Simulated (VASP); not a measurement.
Set up this calculation in VASP 6.6.1, as the native input.

| Property | Result |
| --- | --- |
| Task | single point |
| Functional | PBE |
| Potentials or basis | VASP PAW PBE potentials, release 64 (Hf_pv, Ta_pv, F) |
| Cutoff | 600 eV |
| k mesh | 6 × 6 × 4 |
| Occupations | gaussian, width 0.1 eV |
| Spin | collinear spin |
| Starting moments | [0.0, 0.0, 0.0, 1.0, 1.0, 0.0] μB |
| Dipole correction | no |
| Further INCAR settings | ALGO = Normal; EDIFF = 1e-06; NBANDS = 42 |

The structure of Hf3Ta2F lies in POSCAR:

```
Hf3Ta2F
1.0
    5.3527304900      0.0000000000      0.0000000000
   -2.6763652500      4.6356005900      0.0000000000
    0.0000000000      0.0000000000      3.9086775200
Hf Ta F
3 2 1
Direct
    0.0000000000      0.5000000000      0.5000000000
    0.5000000000      0.0000000000      0.5000000000
    0.5000000000      0.5000000000      0.5000000000
    0.3333333300      0.6666666700      0.0000000000
    0.6666666700      0.3333333300      0.0000000000
    0.0000000000      0.0000000000      0.0000000000
```

The cell was generated, and may not be a known phase.

These files were run (other wordings do the same):

INCAR

```
PREC = Accurate
ENCUT = 600
EDIFF = 1E-6
ISMEAR = 0
SIGMA = 0.1
LREAL = F
LASPH = T
NELM = 200
ALGO = Normal
ISIF = 2
LWAVE = F
LCHARG = F
ISPIN = 2
MAGMOM = 0 0 0 1 1 0
LORBIT = 11
LMAXMIX = 4
GGA = PE
NBANDS = 42
GGA_COMPAT = F
```

KPOINTS

```
regular mesh
0
Gamma
  6 6 4
```

Potentials or basis: VASP PAW PBE potentials, release 64 (Hf_pv, Ta_pv, F).

The run is started by

```sh
$ cat potpaw_PBE.64/Hf_pv/POTCAR potpaw_PBE.64/Ta_pv/POTCAR potpaw_PBE.64/F/POTCAR > POTCAR
$ mpirun -np 1 vasp_std > vasp.out
```

It gave:

- Pressure: 63.8 GPa
- Net moment: 0.00 μB per cell
- Valence electrons inside the program's atomic spheres: Hf 9.46; Ta 9.60; F 5.95

Caveat: the k points lie up to 0.40 Å⁻¹ apart.

Run time: 2.4 min on 1 thread of Intel(R) Xeon(R) 6975P-C (Granite Rapids) (shared host), peak memory 0.39 GiB.
